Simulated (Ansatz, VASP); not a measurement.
# Mg5ZrN2: VASP beside Ansatz

```
Mg Zr N
1.0
    -2.87782    2.87782    5.01787
     2.87782   -2.87782    5.01787
     2.87782    2.87782   -5.01787
Mg Zr N
5 1 2
Direct
  0.50000 0.50000 0.50000
  0.00000 0.00000 0.50000
  0.50000 0.00000 0.00000
  0.00000 0.50000 0.00000
  0.00000 0.00000 0.00000
  0.50000 0.50000 0.00000
  0.75000 0.25000 0.50000
  0.25000 0.75000 0.50000
```

Alike in both runs: functional PBE; k mesh 4 × 4 × 4; occupations gaussian, width 0.2 eV; no spin polarisation.

Ansatz relaxed the structure, and its values are those at the end. VASP's run is a single point on that final structure, the one shown.

|  | VASP | Ansatz |
| --- | --- | --- |
| version | VASP 6.6.1 | Ansatz 0.2.0 |
| potentials or method | VASP PAW PBE potentials, release 64 (Mg, Zr_sv, N), cutoff 600 eV | scalar-relativistic, plane waves, PAW |
| valence electrons in the cell | 32 | 72 |

Ansatz gave:

```
gap on the k mesh at the Fermi level (eV) : none
pressure (GPa)                            : 0.3
```

Question: What did VASP give for the same quantities?

Answer: gap on the k mesh at the Fermi level (eV): none; pressure (GPa): 0.2.

A gap of «none» marks a metal or a gap that the smearing closes. With one functional, cell and mesh, what is left measures potentials, basis and numerics. VASP's potentials hold 32 valence electrons a cell and Ansatz's 72, so a difference there can come from the potentials and not from the codes.

The k mesh is coarse, so the values compare programs but aren't converged.
